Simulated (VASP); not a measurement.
# AgPdCl3 (P6_3/mmc) in VASP: notebook

The runs below take AgPdCl3 through single point, relaxation of cell and atoms, with PBE.

Everything below comes from runs of VASP 6.6.1. Logs are shortened: lines on timing, memory, paths and dates and some standing lists are left out, and cuts for length are marked.

## (1) The cell of the first run

It takes space group P6_3/mmc (No. 194, hexagonal). Conventional cell: a = 6.741 Å, b = 6.741 Å, c = 5.759 Å, α = 90.00°, β = 90.00°, γ = 120.00°. Ag (site symmetry -3m) has 6 Cl at 2.23 Å and 2 Ag at 2.88 Å within 3.0 Å. Within 4.4 Å of Pd (site symmetry -6m2) lie 12 Cl at 3.38 to 3.62 Å and 6 Ag at 4.15 Å. Cl (site symmetry mm2) has 2 Ag at 2.23 Å and 2 Cl at 2.95 Å within 3.0 Å.

## (2) Single point, PBE

INCAR reads:

```
SYSTEM = AgPdCl3
PREC = Accurate
ENCUT = 520
EDIFF = 1E-6
ISMEAR = 0
SIGMA = 0.1
LREAL = .FALSE.
LASPH = .TRUE.
NELM = 80
ALGO = Normal
ISIF = 2
LWAVE = .FALSE.
LCHARG = .TRUE.
GGA = PE
LELF = .TRUE.
LVHAR = .TRUE.
NBANDS = 53
```

KPOINTS reads:

```
regular mesh
0
G
  3 3 4
  0 0 0
```

POSCAR reads:

```
AgPdCl3
1.0
    6.7406696740      0.0000000000      0.0000000000
   -3.3703348370      5.8375911762      0.0000000000
    0.0000000000      0.0000000000      5.7589025101
Ag Pd Cl
2 2 6
Direct
    0.0000000000      0.0000000000      0.5000000000
    0.0000000000      0.0000000000      0.0000000000
    0.3333333333      0.6666666667      0.7500000000
    0.6666666667      0.3333333333      0.2500000000
    0.1460000000      0.2919999999      0.2500000000
    0.8540000000      0.1460000000      0.7500000000
    0.8540000000      0.7080000001      0.7500000000
    0.1460000000      0.8540000000      0.2500000000
    0.7080000001      0.8540000000      0.2500000000
    0.2919999999      0.1460000000      0.7500000000
```

Potentials or basis: VASP PAW PBE potentials, release 64 (Ag, Pd, Cl).

Command:

```
$ cat potpaw_PBE.64/Ag/POTCAR potpaw_PBE.64/Pd/POTCAR potpaw_PBE.64/Cl/POTCAR > POTCAR
$ mpirun -np 1 vasp_std > vasp.out
```

OUTCAR:

```text
SYSTEM = AgPdCl3
   PREC = Accurate
   ENCUT = 520
   EDIFF = 1E-6
   ISMEAR = 0
   LREAL = .FALSE.
   LASPH = .TRUE.
   NELM = 80
   ISIF = 2
   GGA = PE

 ion  position               nearest neighbor table
   1  0.000  0.000  0.500-   5 2.23   7 2.23   9 2.23  10 2.23   6 2.23   8 2.23   2 2.88   2 2.88

   2  0.000  0.000  0.000-   5 2.23   7 2.23   9 2.23  10 2.23   6 2.23   8 2.23   1 2.88   1 2.88

   3  0.333  0.667  0.750-
   4  0.667  0.333  0.250-
   5  0.146  0.292  0.250-   1 2.23   2 2.23
   6  0.854  0.146  0.750-   1 2.23   2 2.23
   7  0.854  0.708  0.750-   1 2.23   2 2.23
   8  0.146  0.854  0.250-   1 2.23   2 2.23
   9  0.708  0.854  0.250-   1 2.23   2 2.23
  10  0.292  0.146  0.750-   1 2.23   2 2.23

  LATTYP: Found a hexagonal cell.
 ALAT       =     6.7406696740
 C/A-ratio  =     0.8543516874

  Lattice vectors:

 A1 = (   6.7406696740,   0.0000000000,   0.0000000000)
 A2 = (  -3.3703348370,   5.8375911762,   0.0000000000)
 A3 = (   0.0000000000,   0.0000000000,   5.7589025101)

Analysis of symmetry for initial positions (statically):
=====================================================================
 Subroutine PRICEL returns:
 Original cell was already a primitive cell.

 Routine SETGRP: Setting up the symmetry group for a
 hexagonal supercell.

 Subroutine GETGRP returns: Found 24 space group operations
 (whereof 12 operations were pure point group operations)
 out of a pool of 24 trial point group operations.

The static configuration has the point symmetry D_3d.
 The point group associated with its full space group is D_6h.

Analysis of symmetry for dynamics (positions and initial velocities):
=====================================================================
 Subroutine PRICEL returns:
 Original cell was already a primitive cell.

 Routine SETGRP: Setting up the symmetry group for a
 hexagonal supercell.

 Subroutine GETGRP returns: Found 24 space group operations
 (whereof 12 operations were pure point group operations)
 out of a pool of 24 trial point group operations.

The dynamic configuration has the point symmetry D_3d.
 The point group associated with its full space group is D_6h.

 Subroutine INISYM returns: Found 24 space group operations
 (whereof 12 operations are pure point group operations),
 and found     1 'primitive' translations

----------------------------------------------------------------------------------------

                                     Primitive cell

  volume of cell :     226.6086
[... 99 lines left out ...]
   PSTRESS=    0.0 pullay stress
   NELECT =      84.0000    total number of electrons
   NUPDOWN=      -1.0000    fix difference up-down
   EMIN   =  10.00;   EMAX   =-10.00  energy-range for DOS
   EFERMI =   0.00;   METHOD = LEGACY
   ISMEAR =     0;   SIGMA  =   0.10  broadening in eV -4-tet -1-fermi 0-gaus
   EFERMI_NEDOS =   21; number of points for ismear=-14 and -15
   IALGO  =     38    algorithm
   IMIX   =      4    mixing-type and parameters
     AMIX     =   0.40;   BMIX     =  1.00
     AMIX_MAG =   1.60;   BMIX_MAG =  1.00
  volume/ion in A,a.u.               =      22.66       152.92
  Fermi-wavevector in a.u.,A,eV,Ry     =   1.176005  2.222327 18.816686  1.382987
  Thomas-Fermi vector in A             =   2.312376
   LORBIT       =      0    0 simple, 1 ext, 2 COOP (PROOUT), +10 PAW based schemes
   GGA     = PE    functional components
   LHFCALC =     F    Hartree Fock is set to
   AEXX    =    0.0000 exact exchange contribution
   IVDW    =     0    specifies the selected vdW correction
   LEPSILON=     F    determine dielectric tensor
   LRPA    =     F    only Hartree local field effects (RPA)
 non-spin polarized calculation
 Gauss-broadening in eV      SIGMA  =   0.10
  energy-cutoff  :      520.00
  volume of cell :      226.61
 maximum number of plane-waves:      6141
 NGX is ok and might be reduce to    50
   NGX = 25   NGY = 25   NGZ = 21

 number of electron      84.0000010 magnetization

 Free energy of the ion-electron system (eV)
  ---------------------------------------------------
  ext. energy  EPLUGINS =         0.00000000
  ---------------------------------------------------
  free energy    TOTEN  =       -18.17933413 eV

  energy without entropy =      -18.08713290  energy(sigma->0) =      -18.13323352

 E-fermi :   3.5519     XC(G=0):  -9.3007

 val. band max:        3.5512373108   @ k =   0.0000   0.0000   0.5000
 cond. band min:       3.5873110648   @ k =   0.3333  -0.0000   0.5000
 fundamental gap:      0.0360737541
 Fermi energy:         3.5518700873

 k-point     1 :       0.0000    0.0000    0.0000
  band No.  band energies     occupation
      1     -13.6303      2.00000
      2     -12.4556      2.00000
      3     -12.2971      2.00000
      4     -12.2971      2.00000
      5     -12.0627      2.00000
      6     -12.0627      2.00000
[... 493 lines left out ...]
     52      10.4463      0.00000
     53      11.5311      0.00000

------------------------ aborting loop because EDIFF is reached ----------------------------------------

  FORCE on cell =-STRESS in cart. coord.  units (eV):
  Direction    XX          YY          ZZ          XY          YZ          ZX
  --------------------------------------------------------------------------------------
  -------------------------------------------------------------------------------------
  Total       27.5216638     27.5216638     38.4111306      0.0000000      0.0000000      0.0000000
  in kB      194.5847585    194.5847585    271.5758979      0.0000000      0.0000000      0.0000000
  external PRESSURE =     220.2484716 kB  Pullay stress =       0.0000000 kB

 VOLUME and BASIS-vectors are now :
 -----------------------------------------------------------------------------
  energy-cutoff  :      520.00
  volume of cell :      226.61
      direct lattice vectors                 reciprocal lattice vectors
     6.740669674  0.000000000  0.000000000     0.148353212  0.085651767  0.000000000
    -3.370334837  5.837591176  0.000000000     0.000000000  0.171303534  0.000000000
     0.000000000  0.000000000  5.758902510     0.000000000  0.000000000  0.173644197

 POSITION                                       TOTAL-FORCE (eV/Angst)
 -----------------------------------------------------------------------------------
      0.00000      0.00000      2.87945        -0.000000     -0.000000      0.000000
      0.00000      0.00000      0.00000        -0.000000     -0.000000      0.000000
     -0.00000      3.89173      4.31918        -0.000000     -0.000000     -0.000000
      3.37033      1.94586      1.43973        -0.000000     -0.000000     -0.000000
      0.00000      1.70458      1.43973        -0.000000      6.157012      0.000000
      5.26446      0.85229      4.31918        -5.332129      3.078506     -0.000000
      3.37033      4.13301      4.31918        -0.000000     -6.157012     -0.000000
     -1.89413      4.98530      1.43973         5.332129     -3.078506      0.000000
      1.89413      4.98530      1.43973        -5.332129     -3.078506      0.000000
      1.47621      0.85229      4.31918         5.332129      3.078506     -0.000000
 -----------------------------------------------------------------------------------
    total drift:                                0.000000     -0.000000      0.000000

  FREE ENERGIE OF THE ION-ELECTRON SYSTEM (eV)
  ---------------------------------------------------
  free  energy   TOTEN  =       -18.1793341347 eV

  energy  without entropy=      -18.0871328959  energy(sigma->0) =      -18.13323352
```

OSZICAR:

```text
N       E                     dE             d eps       ncg     rms          rms(c)
DAV:   1     0.616939690224E+03    0.61694E+03   -0.39675E+04   962   0.143E+03
DAV:   2     0.268690952625E+02   -0.59007E+03   -0.56179E+03  1107   0.309E+02
DAV:   3    -0.219887965423E+02   -0.48858E+02   -0.48107E+02  1063   0.889E+01
DAV:   4    -0.229932430912E+02   -0.10044E+01   -0.10025E+01  1079   0.142E+01
[... 15 lines left out ...]
DAV:  20    -0.181793420349E+02    0.40503E-04   -0.11128E-04  1024   0.464E-02    0.294E-02
DAV:  21    -0.181793391971E+02    0.28378E-05   -0.17751E-05  1093   0.218E-02    0.409E-02
DAV:  22    -0.181793456190E+02   -0.64219E-05   -0.39105E-06   832   0.826E-03    0.564E-02
DAV:  23    -0.181793347882E+02    0.10831E-04   -0.59677E-06   822   0.126E-02    0.110E-02
DAV:  24    -0.181793341347E+02    0.65356E-06   -0.77861E-07   537   0.355E-03
   1 F= -.18179334E+02 E0= -.18133234E+02  d E =-.922012E-01
```

It took 1.8 min on 1 thread of Intel Xeon 6975P-C (Granite Rapids), shared host; peak memory 0.38 GiB.

Results:

- Free energy: -18.1793 eV
- Pressure: 22.0 GPa
- Largest force: 6.157 eV/Å
- Band gap on the k mesh: zero (band 42 reaches 3.67 eV, above the bottom of band 43 at 3.55 eV)

Forces on the atoms (eV/Å):
```
Ag   0.000  0.000  0.000
Ag   0.000  0.000  0.000
Pd   0.000  0.000  0.000
Pd   0.000  0.000  0.000
Cl   0.000  6.157  0.000
Cl  -5.332  3.079  0.000
Cl   0.000 -6.157  0.000
Cl   5.332 -3.079  0.000
Cl  -5.332 -3.079  0.000
Cl   5.332  3.079  0.000
```

Levels at points of the mesh, in eV from the Fermi level:
```
           k point  band 40  band 41  band 42  band 43  band 44  band 45
(0.00, 0.00, 0.00)    -0.30     0.12     0.12     0.48     0.48     1.20
(0.00, 0.00, 0.50)    -0.34     0.00     0.00     0.00     0.00     1.53
```

Caveat: forces of over 1 eV/Å act on the atoms, so gaps and moduli don't describe the material at rest.

## (3) Single point, PBE

This run uses another cell than the first one, of 23.90 Å³/atom, 1.055 times its volume.

Edit INCAR of step 2 so:

```diff
@@ -12,6 +12,4 @@
 LWAVE = .FALSE.
-LCHARG = .TRUE.
+LCHARG = .FALSE.
 GGA = PE
-LELF = .TRUE.
-LVHAR = .TRUE.
 NBANDS = 53
```

KPOINTS is that of step 2.

POSCAR reads:

```
AgPdCl3
1.0
    6.4663455494      0.0000000000      0.0000000000
   -3.2331727747      5.6000195154      0.0000000000
    0.0000000000      0.0000000000      6.6009592004
Ag Pd Cl
2 2 6
Direct
    0.0000000000      0.0000000000      0.5000000000
    0.0000000000      0.0000000000      0.0000000000
    0.3333333333      0.6666666667      0.7500000000
    0.6666666667      0.3333333333      0.2500000000
    0.1768232176      0.3536464351      0.2500000000
    0.8231767824      0.1768232176      0.7500000000
    0.8231767824      0.6463535649      0.7500000000
    0.1768232176      0.8231767824      0.2500000000
    0.6463535649      0.8231767824      0.2500000000
    0.3536464351      0.1768232176      0.7500000000
```

Potentials or basis: VASP PAW PBE potentials, release 64 (Ag, Pd, Cl).

Command:

```
$ cat potpaw_PBE.64/Ag/POTCAR potpaw_PBE.64/Pd/POTCAR potpaw_PBE.64/Cl/POTCAR > POTCAR
$ mpirun -np 1 vasp_std > vasp.out
```

Wall time 87 s (1 thread of Intel Xeon 6975P-C (Granite Rapids), shared host); peak memory 0.37 GiB.

The run converged. Its results:

| Item | Value |
| --- | --- |
| Free energy | -24.6113 eV |
| Pressure | -0.1 GPa |
| Largest force | 0.027 eV/Å |
| Band gap on the k mesh | zero (band 42 reaches 2.40 eV, above the bottom of band 43 at 2.31 eV) |

Forces in eV/Å, atoms in the order of the input:
```
Ag   0.000  0.000  0.000
Ag   0.000  0.000  0.000
Pd   0.000  0.000  0.000
Pd   0.000  0.000  0.000
Cl   0.000 -0.027  0.000
Cl   0.023 -0.013  0.000
Cl   0.000  0.027  0.000
Cl  -0.023  0.013  0.000
Cl   0.023  0.013  0.000
Cl  -0.023 -0.013  0.000
```

Stress tensor (GPa, compression positive):
```
-0.13  0.00  0.00
 0.00 -0.13  0.00
 0.00  0.00  0.08
```

Levels at points of the mesh, in eV from the Fermi level:
```tsv
k point	band 39	band 40	band 41	band 42	band 43	band 44	band 45	band 46
(0.00, 0.00, 0.00)	-0.29	-0.29	-0.04	-0.04	0.40	0.40	1.51	2.20
(0.00, 0.00, 0.50)	-0.33	-0.33	0.03	0.03	0.03	0.03	2.15	2.15
```

Caveat: the k points lie up to 0.37 Å⁻¹ apart.

## (4) Relaxation of cell and atoms, PBE

INCAR reads:

```
SYSTEM = AgPdCl3
  ALGO = Normal
  EDIFF = 1E-6
  EDIFFG = -0.04
  ENCUT = 600
  GGA = PE
  IBRION = 2
  ISIF = 3
  ISMEAR = 0
  LASPH = .TRUE.
  LCHARG = .FALSE.
  LREAL = .FALSE.
  LWAVE = .FALSE.
  NELM = 80
  NSW = 90
  PREC = Accurate
  SIGMA = 0.1
```

KPOINTS reads:

```
k-points
0
G
  3 3 4
  0 0 0
```

POSCAR reads:

```
AgPdCl3
1.0
    6.7406696740      0.0000000000      0.0000000000
   -3.3703348370      5.8375911762      0.0000000000
    0.0000000000      0.0000000000      5.7589025101
Ag Pd Cl
2 2 6
Direct
    0.0000000000      0.0000000000      0.5000000000
    0.0000000000      0.0000000000      0.0000000000
    0.3333333333      0.6666666667      0.7500000000
    0.6666666667      0.3333333333      0.2500000000
    0.1460000000      0.2919999999      0.2500000000
    0.8540000000      0.1460000000      0.7500000000
    0.8540000000      0.7080000001      0.7500000000
    0.1460000000      0.8540000000      0.2500000000
    0.7080000001      0.8540000000      0.2500000000
    0.2919999999      0.1460000000      0.7500000000
```

Command:

```
$ cat potpaw_PBE.64/Ag/POTCAR potpaw_PBE.64/Pd/POTCAR potpaw_PBE.64/Cl/POTCAR > POTCAR
$ mpirun -np 1 vasp_std > vasp.out
```

It took 20 min on 1 thread of Intel Xeon 6975P-C (Granite Rapids), shared host; peak memory 0.48 GiB.

Results (log left out):

```
Free energy                            : -24.5822 eV
Relaxed volume                         : 23.67 Å³/atom
Relaxed cell                           : a = 6.611 Å, b = 6.611 Å, c = 6.255 Å, α = 90.00°, β = 90.00°, γ = 120.00°
Space group after relaxing (to 0.05 Å) : P6_3/mmc (No. 194)
Energy gained by relaxing              : 640.2 meV/atom
Ionic steps                            : 14
Pressure after relaxing                : 0.0 GPa
Band gap on the k mesh                 : zero (band 42 reaches 2.43 eV, above the bottom of band 43 at 2.36 eV)
```

Stress tensor (GPa, compression positive):
```
-0.11  0.00  0.00
 0.00 -0.11  0.00
 0.00  0.00  0.22
```

The path:
```tsv
step	energy change (eV)	largest force (eV/Å)	pressure (GPa)	volume (Å³)
1	0.0000	6.1579	22.06	226.61
2	-4.0769	0.7430	-4.97	344.89
3	-5.6732	0.3942	-1.42	286.73
4	-5.6754	0.4445	-1.23	285.43
5	-5.6750	0.4956	-1.05	284.17
6	-5.7914	0.5116	-0.94	277.43
7	-6.1069	0.5363	-0.35	257.79
8	-6.2677	0.2751	3.06	221.08
9	-6.3165	0.4908	1.25	235.67
10	-6.3255	0.4478	1.71	231.30
11	-6.3947	0.0169	0.54	232.54
12	-6.3947	0.0230	0.52	232.56
13	-6.4004	0.0111	0.25	234.71
14	-6.4021	0.0015	0.00	236.72
```

Final structure:
```
CELL_PARAMETERS angstrom
6.61056 0.00000 0.00000
-3.30528 5.72492 0.00000
0.00000 0.00000 6.25508
ATOMIC_POSITIONS crystal
Ag 0.00000 0.00000 0.50000
Ag 0.00000 0.00000 0.00000
Pd 0.33333 0.66667 0.75000
Pd 0.66667 0.33333 0.25000
Cl 0.17820 0.35640 0.25000
Cl 0.82180 0.17820 0.75000
Cl 0.82180 0.64360 0.75000
Cl 0.17820 0.82180 0.25000
Cl 0.64360 0.82180 0.25000
Cl 0.35640 0.17820 0.75000
```

Levels at points of the mesh, in eV from the Fermi level:
```csv
k point,band 40,band 41,band 42,band 43,band 44,band 45
"(0.00, 0.00, 0.00)",-0.25,0.02,0.02,0.43,0.43,1.57
"(0.00, 0.00, 0.50)",-0.35,0.02,0.02,0.02,0.02,2.27
```

## (5) Summary

```csv
task,cell,cutoff (eV),gap on the mesh (eV),pressure (GPa),largest force (eV/Å)
single point,"a = 6.741, b = 6.741, c = 5.759 Å, angles 90.0, 90.0, 120.0°, 10 atoms",520,none,22.0,6.16
single point,"a = 6.466, b = 6.466, c = 6.601 Å, angles 90.0, 90.0, 120.0°, 10 atoms",520,none,-0.1,0.03
relaxation of cell and atoms,"relaxed from a = 6.741, b = 6.741, c = 5.759 Å, angles 90.0, 90.0, 120.0°, 10 atoms",600,none,0.0,-
```

Alike in all rows: level PBE; potentials or basis VASP PAW PBE potentials, release 64 (Ag, Pd, Cl); no spin polarisation; k mesh 3 × 3 × 4; smearing gaussian 0.1 eV.

Caveats: some runs use coarse meshes; forces of over 1 eV/Å act on the atoms, so gaps and moduli don't describe the material at rest (some runs).

Total energies depend on the potentials used, so only differences within one code and one set of settings carry meaning.
